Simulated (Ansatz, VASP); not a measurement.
# ScAlN2: VASP beside Ansatz

```
Sc Al N
1.0
     2.66021    0.00000    0.00000
     0.00000    3.45716    0.00000
     0.00000    0.00000    6.14207
Sc Al N
1 1 2
Direct
  0.00000 0.00000 0.00000
  0.00000 0.50000 0.50000
  0.00000 0.00000 0.31834
  0.00000 0.00000 0.68166
```

Alike in both runs: task relaxation of cell and atoms; functional PBE; k mesh 6 × 6 × 4; occupations gaussian, width 0.1 eV; no spin polarisation.

|  | VASP | Ansatz |
| --- | --- | --- |
| version | VASP 6.6.1 | Ansatz 0.2.0 |
| potentials or method | VASP PAW PBE potentials, release 64 (Sc_sv, Al, N), cutoff 600 eV | scalar-relativistic, plane waves, PAW |
| valence electrons in the cell | 24 | 24 |

VASP gave:

- gap on the k mesh at the Fermi level, each at its own relaxed structure (eV): none
- relaxed volume (Å³/atom): 17.20
- relaxed cell length with the largest relative difference (Å): 3.616

Which values does Ansatz return?

gap on the k mesh at the Fermi level, each at its own relaxed structure (eV): none; relaxed volume (Å³/atom): 19.86; relaxed cell length with the largest relative difference (Å): 4.173.

A gap of «none» marks a metal or a gap that the smearing closes. One of these differences is far larger than is usual between the two programs; its cause wasn't traced.

The k mesh is coarse, so the values compare programs but aren't converged. Noted on VASP's run: the volume moved by over 15 % at a fixed basis, so the end points are rough.
